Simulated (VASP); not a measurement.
# ZnRe3 (Fm-3m) in VASP: single point with PBE

Aim: the single point of ZnRe3 with PBE.

Everything below comes from runs of VASP 6.6.1. Logs are shortened: lines on timing, memory, paths and dates and some standing lists are left out, and cuts for length are marked.

## Step 1: The cell of the first run

It takes space group Fm-3m (No. 225, cubic). The conventional cell has a = 6.219 Å, b = 6.219 Å, c = 6.219 Å, α = 90.00°, β = 90.00°, γ = 90.00°. Within 3.6 Å of Zn (site symmetry m-3m) lie 14 Re at 2.69 to 3.11 Å. Within 3.6 Å of Re (site symmetry -43m) lie 4 Zn at 2.69 Å and 10 Re at 2.69 to 3.11 Å. Within 3.6 Å of Re (site symmetry m-3m) lie 8 Re at 2.69 Å and 6 Zn at 3.11 Å.

## Step 2: Single point, PBE (Mg replaced by Zn, lengths x 0.981, strained)

INCAR

```
SYSTEM = ZnRe3
ALGO     = Normal         ! electronic algorithm
EDIFF    = 1E-6           ! SCF threshold, eV
ENCUT    = 520            ! plane-wave cutoff, eV
GGA      = PE             ! functional
ISIF     = 2              ! what is computed and relaxed
ISMEAR   = 0              ! smearing method
LASPH    = .True.         ! aspherical terms in the spheres
LCHARG   = .True.         ! write CHGCAR
LELF     = .True.         ! ELF
LREAL    = .False.        ! projectors in reciprocal space
LVHAR    = .True.       
LWAVE    = .False.        ! write WAVECAR
NBANDS   = 24             ! bands
NELM     = 100            ! most SCF steps
PREC     = Accurate       ! precision mode
SIGMA    = 0.1            ! smearing width, eV
```

KPOINTS

```
k-points
0
Gamma
  6 6 6
  0 0 0
```

POSCAR

```
ZnRe3
1.0
    0.0000000000      3.1093121409      3.1093121409
    3.1093121409      0.0000000000      3.1093121409
    3.1093121409      3.1093121409      0.0000000000
Zn Re
1 3
Direct
    0.0000000000      0.0000000000      0.0000000000
    0.2500000000      0.2500000000      0.2500000000
    0.5000000000      0.5000000000      0.5000000000
    0.7500000000      0.7500000000      0.7500000000
```

Potentials or basis: VASP PAW PBE potentials, release 64 (Zn, Re).

Started as:

```bash
$ cat potpaw_PBE.64/Zn/POTCAR potpaw_PBE.64/Re/POTCAR > POTCAR
$ mpirun -np 1 vasp_std > vasp.out
```

OUTCAR:

```text
SYSTEM = ZnRe3
   EDIFF = 1E-6
   ENCUT = 520
   GGA = PE
   ISIF = 2
   ISMEAR = 0
   LASPH = .True.
   LREAL = .False.
   NELM = 100
   PREC = Accurate

 ion  position               nearest neighbor table
   1  0.000  0.000  0.000-   4 2.69   4 2.69   4 2.69   2 2.69   4 2.69   2 2.69   2 2.69   2 2.69
                             3 3.11   3 3.11   3 3.11   3 3.11   3 3.11   3 3.11
   2  0.250  0.250  0.250-   1 2.69   1 2.69   1 2.69   1 2.69   3 2.69   3 2.69   3 2.69   3 2.69
                             4 3.11   4 3.11   4 3.11   4 3.11   4 3.11   4 3.11
   3  0.500  0.500  0.500-   2 2.69   2 2.69   2 2.69   2 2.69   4 2.69   4 2.69   4 2.69   4 2.69
                             1 3.11   1 3.11   1 3.11   1 3.11   1 3.11   1 3.11
   4  0.750  0.750  0.750-   3 2.69   3 2.69   3 2.69   1 2.69   3 2.69   1 2.69   1 2.69   1 2.69
                             2 3.11   2 3.11   2 3.11   2 3.11   2 3.11   2 3.11

  LATTYP: Found a face centered cubic cell.
 ALAT       =     6.2186242818

  Lattice vectors:

 A1 = (   0.0000000000,   3.1093121409,   3.1093121409)
 A2 = (   3.1093121409,   0.0000000000,   3.1093121409)
 A3 = (   3.1093121409,   3.1093121409,   0.0000000000)

Analysis of symmetry for initial positions (statically):
=====================================================================
 Subroutine PRICEL returns:
 Original cell was already a primitive cell.

 Routine SETGRP: Setting up the symmetry group for a
 face centered cubic supercell.

 Subroutine GETGRP returns: Found 48 space group operations
 (whereof 48 operations were pure point group operations)
 out of a pool of 48 trial point group operations.

The static configuration has the point symmetry O_h .

Analysis of symmetry for dynamics (positions and initial velocities):
=====================================================================
 Subroutine PRICEL returns:
 Original cell was already a primitive cell.

 Routine SETGRP: Setting up the symmetry group for a
 face centered cubic supercell.

 Subroutine GETGRP returns: Found 48 space group operations
 (whereof 48 operations were pure point group operations)
 out of a pool of 48 trial point group operations.

The dynamic configuration has the point symmetry O_h .

 Subroutine INISYM returns: Found 48 space group operations
 (whereof 48 operations are pure point group operations),
 and found     1 'primitive' translations

[... 89 lines left out ...]
   EDIFF  = 0.1E-05   stopping-criterion for ELM
   LREAL  =      F    real-space projection
   EDIFFG = 0.1E-04   stopping-criterion for IOM
   NSW    =      0    number of steps for IOM
   IBRION =     -1    ionic relax: 0-MD 1-quasi-New 2-CG
   NFREE  =      0    steps in history (QN), initial steepest desc. (CG)
   ISIF   =      2    stress and relaxation
   ISYM   =      2    0-nonsym 1-usesym 2-fastsym
   POTIM  = 0.5000    time-step for ionic-motion
   TEBEG  =    0.0;   TEEND  =   0.0 temperature during run
   PSTRESS=    0.0 pullay stress
   NELECT =      33.0000    total number of electrons
   NUPDOWN=      -1.0000    fix difference up-down
   EMIN   =  10.00;   EMAX   =-10.00  energy-range for DOS
   EFERMI =   0.00;   METHOD = LEGACY
   ISMEAR =     0;   SIGMA  =   0.10  broadening in eV -4-tet -1-fermi 0-gaus
   EFERMI_NEDOS =   21; number of points for ismear=-14 and -15
   IALGO  =     38    algorithm
   IMIX   =      4    mixing-type and parameters
     AMIX     =   0.40;   BMIX     =  1.00
     AMIX_MAG =   1.60;   BMIX_MAG =  1.00
  volume/ion in A,a.u.               =      15.03       101.43
  Fermi-wavevector in a.u.,A,eV,Ry     =   1.340413  2.533012 24.445667  1.796706
  Thomas-Fermi vector in A             =   2.468727
   LORBIT       =      0    0 simple, 1 ext, 2 COOP (PROOUT), +10 PAW based schemes
   GGA     = PE    functional components
   LHFCALC =     F    Hartree Fock is set to
   AEXX    =    0.0000 exact exchange contribution
   IVDW    =     0    specifies the selected vdW correction
   LEPSILON=     F    determine dielectric tensor
   LRPA    =     F    only Hartree local field effects (RPA)
 non-spin polarized calculation
 Gauss-broadening in eV      SIGMA  =   0.10
  energy-cutoff  :      520.00
  volume of cell :       60.12
 maximum number of plane-waves:      1639
 NGX is ok and might be reduce to    36
   NGX = 17   NGY = 17   NGZ = 17

 number of electron      33.0000007 magnetization

 Free energy of the ion-electron system (eV)
  ---------------------------------------------------
  ext. energy  EPLUGINS =         0.00000000
  ---------------------------------------------------
  free energy    TOTEN  =       -37.17978262 eV

  energy without entropy =      -37.16837390  energy(sigma->0) =      -37.17407826

 E-fermi :   6.7095     XC(G=0): -13.1626

 val. band max:        6.6716990453   @ k =   0.5000   0.3333   0.1667
 cond. band min:       6.7162827138   @ k =  -0.1667   0.1667   0.0000
 fundamental gap:      0.0445836685
 Fermi energy:         6.7094649408

 k-point     1 :       0.0000    0.0000    0.0000
  band No.  band energies     occupation
      1      -3.4530      2.00000
      2      -0.7953      2.00000
      3      -0.7953      2.00000
      4      -0.5005      2.00000
      5      -0.5005      2.00000
      6      -0.5005      2.00000
[... 421 lines left out ...]
     23       9.4486      0.00000
     24       9.7879      0.00000

------------------------ aborting loop because EDIFF is reached ----------------------------------------

  FORCE on cell =-STRESS in cart. coord.  units (eV):
  Direction    XX          YY          ZZ          XY          YZ          ZX
  --------------------------------------------------------------------------------------
  -------------------------------------------------------------------------------------
  Total       -2.4638647     -2.4638647     -2.4638647      0.0000000     -0.0000000      0.0000000
  in kB      -65.6605445    -65.6605445    -65.6605445      0.0000000     -0.0000000      0.0000000
  external PRESSURE =     -65.6605445 kB  Pullay stress =       0.0000000 kB

 VOLUME and BASIS-vectors are now :
 -----------------------------------------------------------------------------
  energy-cutoff  :      520.00
  volume of cell :       60.12
      direct lattice vectors                 reciprocal lattice vectors
     0.000000000  3.109312141  3.109312141    -0.160807271  0.160807271  0.160807271
     3.109312141  0.000000000  3.109312141     0.160807271 -0.160807271  0.160807271
     3.109312141  3.109312141  0.000000000     0.160807271  0.160807271 -0.160807271

 POSITION                                       TOTAL-FORCE (eV/Angst)
 -----------------------------------------------------------------------------------
      0.00000      0.00000      0.00000        -0.000000     -0.000000      0.000000
      1.55466      1.55466      1.55466        -0.000000     -0.000000     -0.000000
      3.10931      3.10931      3.10931        -0.000000     -0.000000      0.000000
      4.66397      4.66397      4.66397         0.000000      0.000000      0.000000
 -----------------------------------------------------------------------------------
    total drift:                               -0.000000      0.000000      0.000000

  FREE ENERGIE OF THE ION-ELECTRON SYSTEM (eV)
  ---------------------------------------------------
  free  energy   TOTEN  =       -37.1797826181 eV

  energy  without entropy=      -37.1683738957  energy(sigma->0) =      -37.17407826
```

It took 27 s on 1 thread of Intel Xeon 6975P-C (Granite Rapids), shared host; peak memory 0.2 GiB.

What came out:

```yaml
Free_energy: -37.1798 eV
Pressure: -6.6 GPa
```

Levels at points of the mesh, in eV from the Fermi level:
```csv
k point,band 14,band 15,band 16,band 17,band 18,band 19,band 20,band 21
"(0.00, 0.00, 0.00)",-2.93,1.41,1.41,1.58,1.58,1.58,2.36,2.36
"(0.50, 0.00, 0.00)",-1.92,-0.90,-0.81,-0.81,1.27,1.27,1.61,1.61
"(0.50, 0.50, 0.00)",-1.54,-1.39,-0.20,-0.20,0.76,0.99,1.02,2.23
```

Caveat: the cell differs from its parent crystal (Mg replaced by Zn, lengths x 0.981, strained); spin-orbit coupling is left out, which moves the levels of the heavy elements.
